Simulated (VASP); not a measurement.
Set up this calculation in VASP 6.6.1, as the native input.

```yaml
Task: relaxation of cell and atoms
Functional: PBE
Potentials_or_basis: VASP PAW PBE potentials, release 64 (Cd, Se)
Cutoff: 600 eV
k_mesh: 6 × 6 × 6
Occupations: fermi-dirac, width 0.1 eV
Spin: no spin polarisation
Target_pressure: -2 GPa
Dipole_correction: no
Further_INCAR_settings: ALGO = Normal; EDIFF = 1e-06; IBRION = 2; EDIFFG = -0.01; NSW = 80; ISIF = 3
```

The structure of CdSe lies in POSCAR:

```
CdSe
1.0
    0.0000000000      3.0702712000      3.0702712000
    3.0702712000      0.0000000000      3.0702712000
    3.0702712000      3.0702712000      0.0000000000
Cd Se
1 1
Direct
    0.0000000000      0.0000000000      0.0000000000
    0.7500000000      0.7500000000      0.7500000000
```

These files were run (other wordings do the same):

INCAR

```
PREC = Accurate ; ENCUT = 600
EDIFF = 1E-6 ; ISMEAR = -1
SIGMA = 0.1 ; LREAL = False
LASPH = True ; NELM = 100
ALGO = Normal ; ISIF = 3
LWAVE = False ; LCHARG = False
GGA = PE ; IBRION = 2
NSW = 80 ; EDIFFG = -0.01
PSTRESS = -20.0
```

KPOINTS

```
regular mesh
0
Gamma
  6 6 6
```

Potentials or basis: VASP PAW PBE potentials, release 64 (Cd, Se).

The run is started by

```bash
$ cat potpaw_PBE.64/Cd/POTCAR potpaw_PBE.64/Se/POTCAR > POTCAR
$ mpirun -np 1 vasp_std > vasp.out
```

It gave:

```json
{"Relaxed volume": "31.43 Å³/atom", "Relaxed cell": "a = 4.463 Å, b = 4.463 Å, c = 4.463 Å, α = 60.00°, β = 60.00°, γ = 60.00°", "Space group after relaxing (to 0.05 Å)": "F-43m (No. 216)", "Energy change on relaxing (the enthalpy is what falls)": "+5.6 meV/atom", "Ionic steps": "3", "Pressure after relaxing": "-2.0 GPa", "Band gap on the k mesh": "0.38 eV, direct"}
```

Caveat: the cell is relaxed towards a set pressure, so the enthalpy falls and the energy may rise.

Wall time 15 s on 1 thread of Intel(R) Xeon(R) 6975P-C (Granite Rapids) (shared host), peak memory 0.21 GiB.
